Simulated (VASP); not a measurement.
Set up this calculation in VASP 6.6.1, as the native input.

```yaml
Task: single point
Functional: PBE
Potentials_or_basis: VASP PAW PBE potentials, release 64 (W_sv)
Cutoff: 520 eV
k_mesh: 18 × 18 × 16
Occupations: fermi-dirac, width 0.08 eV
Spin: no spin polarisation
Dipole_correction: no
Further_INCAR_settings: ALGO = Normal; EDIFF = 1e-06; NBANDS = 13
```

The structure of W lies in POSCAR:

```
W
1.0
    2.4215328906      0.0000000000      0.0000000000
   -1.2107664453      2.0971089993      0.0000000000
    0.0000000000      0.0000000000      2.2407688214
W
1
Direct
    0.0000000000      0.0000000000      0.0000000000
```

This isn't the form of W at room conditions, which is bcc.

One way to write it, as run:

INCAR

```
SYSTEM = W
PREC = Accurate
ENCUT = 520
EDIFF = 1E-6
ISMEAR = -1
SIGMA = 0.08
LREAL = .FALSE.
LASPH = .TRUE.
NELM = 100
ALGO = Normal
ISIF = 2
LWAVE = .FALSE.
LCHARG = .FALSE.
GGA = PE
NBANDS = 13
```

KPOINTS

```
regular mesh
0
G
  18 18 16
  0 0 0
```

Potentials or basis: VASP PAW PBE potentials, release 64 (W_sv).

Command:

```console
$ cat potpaw_PBE.64/W_sv/POTCAR > POTCAR
$ mpirun -np 1 vasp_std > vasp.out
```

It gave:

| Property | Result |
| --- | --- |
| Pressure | 248.7 GPa |
| Band gap on the k mesh | zero (bands 7 and 8 overlap by 3.56 eV) |

Caveat: the cell stands under pressure; spin-orbit coupling is left out, which moves the levels of the heavy elements.

It took 77 s on 1 thread of AMD EPYC 7R13, with other jobs on the host, peak memory 0.13 GiB.
